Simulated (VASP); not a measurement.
Set up this calculation in VASP 6.6.1, as the native input.

```
Task                   : single point
Functional             : LDA
Potentials or basis    : VASP PAW LDA potentials, release 64 (As)
Cutoff                 : 520 eV
k mesh                 : 14 × 14 × 8
Occupations            : fermi-dirac, width 0.1 eV
Spin                   : no spin polarisation
Dipole correction      : no
Further INCAR settings : ALGO = Normal; EDIFF = 1e-06; NBANDS = 12
```

The structure of As lies in POSCAR:

```
As
1.0
    3.0537245611      0.0000000000      0.0000000000
   -1.5268622805      2.6446030461      0.0000000000
    0.0000000000      0.0000000000      4.6575881385
As
2
Direct
    0.3333333333      0.6666666667      0.2500000000
    0.6666666667      0.3333333333      0.7500000000
```

This isn't the form of As at room conditions, which is rhombohedral.

One way to write it, as run:

INCAR

```
SYSTEM = As
PREC = Accurate
ENCUT = 520
EDIFF = 1E-6
ISMEAR = -1
SIGMA = 0.1
LREAL = .False.
LASPH = .True.
NELM = 100
ALGO = Normal
ISIF = 2
LWAVE = .False.
LCHARG = .False.
NBANDS = 12
```

KPOINTS

```
Automatic mesh
0
Gamma
  14 14 8
  0 0 0
```

Potentials or basis: VASP PAW LDA potentials, release 64 (As).

Command:

```console
$ cat potpaw_LDA.64/As/POTCAR > POTCAR
$ mpirun -np 1 vasp_std > vasp.out
```

It gave:

```json
{"Pressure": "-2.9 GPa", "Band gap on the k mesh": "zero (bands 5 and 6 overlap by 7.65 eV)"}
```

Wall time 45 s on 1 thread of Intel Xeon 8259CL, with other jobs on the host, peak memory 0.17 GiB.
